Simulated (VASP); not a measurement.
Set up this calculation in VASP 6.6.1, as the native input.

- Task: single point
- Functional: r2SCAN
- Potentials or basis: VASP PAW PBE potentials, release 64 (In_d)
- Cutoff: 520 eV
- k mesh: 8 × 8 × 4
- Occupations: fermi-dirac, width 0.1 eV
- Spin: no spin polarisation
- Dipole correction: no
- Further INCAR settings: ALGO = Normal; EDIFF = 1e-06; NBANDS = 20

In:

```xyz
2
Lattice="3.3902 0.0000 0.0000 -1.6951 2.9360 0.0000 0.0000 0.0000 5.5995" Properties=species:S:1:pos:R:3 pbc="T T T"
In    0.0000    1.9573    1.3999
In    1.6951    0.9787    4.1996
```

This isn't the form of In at room conditions, which is tetragonal.

The input as run:

POSCAR

```
In
1.0
    3.3901748022      0.0000000000      0.0000000000
   -1.6950868929      2.9359777622      0.0000000000
    0.0000000000      0.0000000000      5.5994728744
In
2
Direct
    0.3333333333      0.6666666667      0.2500000000
    0.6666666667      0.3333333333      0.7500000000
```

INCAR.step1

```
SYSTEM = In
  PREC = Accurate
  ENCUT = 520
  ISMEAR = -1
  SIGMA = 0.1
  LREAL = .FALSE.
  LASPH = .TRUE.
  NELM = 80
  NBANDS = 20
  GGA = PE
  ALGO = Normal
  EDIFF = 1E-4
  LWAVE = .TRUE.
  LCHARG = .FALSE.
```

INCAR.step2

```
SYSTEM = In
  PREC = Accurate
  ENCUT = 520
  EDIFF = 1E-6
  ISMEAR = -1
  SIGMA = 0.1
  LREAL = .FALSE.
  LASPH = .TRUE.
  NELM = 80
  ALGO = Normal
  ISIF = 2
  LWAVE = .FALSE.
  LCHARG = .FALSE.
  METAGGA = R2SCAN
  LMIXTAU = .TRUE.
  NBANDS = 20
  ISTART = 1
```

KPOINTS

```
Automatic mesh
0
G
  8 8 4
  0 0 0
```

Potentials or basis: VASP PAW PBE potentials, release 64 (In_d).

Launch:

```sh
$ cat potpaw_PBE.64/In_d/POTCAR > POTCAR
$ cp INCAR.step1 INCAR
$ mpirun -np 1 vasp_std > vasp.out
$ cp INCAR.step2 INCAR
$ mpirun -np 1 vasp_std > vasp.out
```

It gave:

```
Pressure               : -1.8 GPa
Band gap on the k mesh : zero (bands 13 and 14 overlap by 6.23 eV)
```

Caveat: the PAW data sets were made with another functional, which shifts forces and pressure a little; spin-orbit coupling is left out, which moves the levels of the heavy elements.

It took 57 s on 1 thread of Intel(R) Xeon(R) 6975P-C (Granite Rapids) (shared host), peak memory 0.19 GiB.
